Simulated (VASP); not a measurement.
The system is CdSe (rocksalt type).

```xyz
2
Lattice="0.0000 2.6893 2.6893 2.6893 0.0000 2.6893 2.6893 2.6893 0.0000" Properties=species:S:1:pos:R:3 pbc="T T T"
Cd    0.0000    0.0000    0.0000
Se    2.6893    2.6893    2.6893
```

* Program: VASP 6.6.1
* Task: relaxation of cell and atoms
* Functional: PBE
* Potentials or basis: VASP PAW PBE potentials, release 64 (Cd, Se)
* Cutoff: 600 eV
* k mesh: 13 × 13 × 13
* Occupations: fermi-dirac, width 0.08 eV
* Spin: no spin polarisation

At the start: pressure 19.3 GPa; volume 19.45 Å³/atom.

Question: How do energy, volume and symmetry change on relaxing?

Answer: Over 6 steps the energy falls by 212.6 meV/atom and the volume is 23.74 Å³/atom (+22.1 %); space group Fm-3m (No. 225, to 0.1 Å) before and after.

The path:
```csv
step,energy change (eV),largest force (eV/Å),pressure (GPa),volume (Å³)
1,0.0000,0.0000,19.29,38.90
2,-0.3076,0.0000,-5.38,53.63
3,-0.4252,0.0000,0.08,47.42
4,-0.4251,0.0000,-0.15,47.60
5,-0.4252,0.0000,0.04,47.46
6,-0.4252,0.0000,0.00,47.48
```

Final structure:
```
Cd Se
1.0
     0.00000    2.87405    2.87405
     2.87405    0.00000    2.87405
     2.87405    2.87405    0.00000
Cd Se
1 1
Direct
  0.00000 0.00000 0.00000
  0.50000 0.50000 0.50000
```

Caveat: the volume moved by over 15 % at a fixed basis, so the end points are rough.
